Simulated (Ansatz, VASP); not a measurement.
## Ir2Pt: VASP beside Ansatz

File INCAR:

```
ALGO = Normal
EDIFF = 1E-7
EDIFFG = -0.01
ENCUT = 500
GGA = PE
GGA_COMPAT = F
IBRION = 2
ISIF = 3
ISMEAR = 0
LASPH = T
LCHARG = F
LREAL = F
LWAVE = F
NELM = 120
NELMIN = 4
NSW = 100
PREC = Accurate
SIGMA = 0.1
```

Contents of KPOINTS:

```
k-points
0
Gamma
  14 14 14
```

Contents of POSCAR:

```
Ir2Pt
1.0
    0.0000000000      2.9786666806      2.9786666806
    2.9786666806      0.0000000000      2.9786666806
    2.9786666806      2.9786666806      0.0000000000
Ir Pt
2 1
Direct
    0.2500000000      0.2500000000      0.2500000000
    0.7500000000      0.7500000000      0.7500000000
    0.0000000000      0.0000000000      0.0000000000
```

Input for Ansatz:

```yaml
crystal:
  lattice:
    - [0.0, 2.9786666806, 2.9786666806]
    - [2.9786666806, 0.0, 2.9786666806]
    - [2.9786666806, 2.9786666806, 0.0]
  atoms:
    - { symbol: Ir, position: [0.25, 0.25, 0.25] }
    - { symbol: Ir, position: [0.75, 0.75, 0.75] }
    - { symbol: Pt, position: [0.0, 0.0, 0.0] }
basis:
  ecutwfc: 420
kpoints:
  mp_grid: { grid: [14, 14, 14] }
hamiltonian:
  xc: pbe
scf:
  occupations: { method: gaussian, width: 0.1 }
output:
  forces: true
  stress: true
  eigenvalues: true
  write_density: true
  write_potential: true
  elf: true
  volumetric_format: npy
relax:
  adjacent_minimum: "off"
  f_tol: 0.01
  max_steps: 80
  cell: { stress_tol: 0.05 }
```

Change from the starting cell: species swapped into the Ga2Pt type (Fm-3m, No. 225).

Alike in both runs: task relaxation of cell and atoms; functional PBE; k mesh 14 × 14 × 14; occupations gaussian, width 0.1 eV; no spin polarisation.

|  | VASP | Ansatz |
| --- | --- | --- |
| version | VASP 6.6.1 | Ansatz 0.2.0 |
| potentials or method | VASP PAW PBE potentials, release 64 (Ir, Pt), cutoff 500 eV | scalar-relativistic, plane waves, PAW |
| valence electrons in the cell | 28 | 52 |

```csv
,VASP,Ansatz,Ansatz less VASP
"gap on the k mesh at the Fermi level, each at its own relaxed structure (eV)",none,none,-
relaxed volume (Å³/atom),17.60,17.63,+0.021
relaxed length of the cell vector where the two differ most in proportion (Å),4.211,4.213,+0.0017
```

A gap of «none» marks a metal or a gap that the smearing closes. VASP's potentials hold 28 valence electrons a cell and Ansatz's 52, so a difference there can come from the potentials and not from the codes.

Neither program's run includes spin-orbit coupling.
